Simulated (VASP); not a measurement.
Crystal: ZnS.

```
Zn S
1.0
     3.82366    0.00000    0.00000
    -1.91183    3.31139    0.00000
     0.00000    0.00000    6.25471
Zn S
2 2
Direct
  0.33333 0.66667 0.00000
  0.66667 0.33333 0.50000
  0.33333 0.66667 0.38500
  0.66667 0.33333 0.88500
```

| Property | Result |
| --- | --- |
| Program | VASP 6.6.1 |
| Task | relaxation of cell and atoms |
| Functional | PBEsol |
| Potentials or basis | VASP PAW PBE potentials, release 64 (Zn, S) |
| Cutoff | 600 eV |
| k mesh | 10 × 10 × 6 |
| Occupations | gaussian, width 0.05 eV |
| Spin | no spin polarisation |

At the start: pressure -1.8 GPa; volume 19.80 Å³/atom.

**Question.** Where does the relaxation end?

**Answer.** Over 10 steps the energy falls by 8.3 meV/atom and the volume is 19.27 Å³/atom (-2.6 %); space group P6_3mc (No. 186, to 0.05 Å).

The path:
| step | energy change (eV) | largest force (eV/Å) | pressure (GPa) | volume (Å³) |
| --- | --- | --- | --- | --- |
| 1 | 0.0000 | 0.2968 | -1.81 | 79.19 |
| 2 | -0.0264 | 0.1325 | 0.49 | 76.66 |
| 3 | -0.0264 | 0.1369 | 0.40 | 76.70 |
| 4 | -0.0301 | 0.0510 | 0.08 | 77.02 |
| 5 | -0.0307 | 0.0073 | -0.04 | 77.18 |
| 6 | -0.0308 | 0.0083 | -0.15 | 77.23 |
| 7 | -0.0329 | 0.0034 | -0.10 | 77.22 |
| 8 | -0.0330 | 0.0016 | -0.14 | 77.21 |
| 9 | -0.0330 | 0.0000 | 0.08 | 76.99 |
| 10 | -0.0331 | 0.0010 | 0.01 | 77.10 |

Final structure:
```
CELL_PARAMETERS angstrom
3.78534 0.00000 0.00000
-1.89267 3.27820 0.00000
0.00000 0.00000 6.21317
ATOMIC_POSITIONS crystal
Zn 0.33333 0.66667 0.00543
Zn 0.66667 0.33333 0.50543
S 0.33333 0.66667 0.37957
S 0.66667 0.33333 0.87957
```

Caveat: the PAW data sets were made with another functional, which shifts forces and pressure a little.
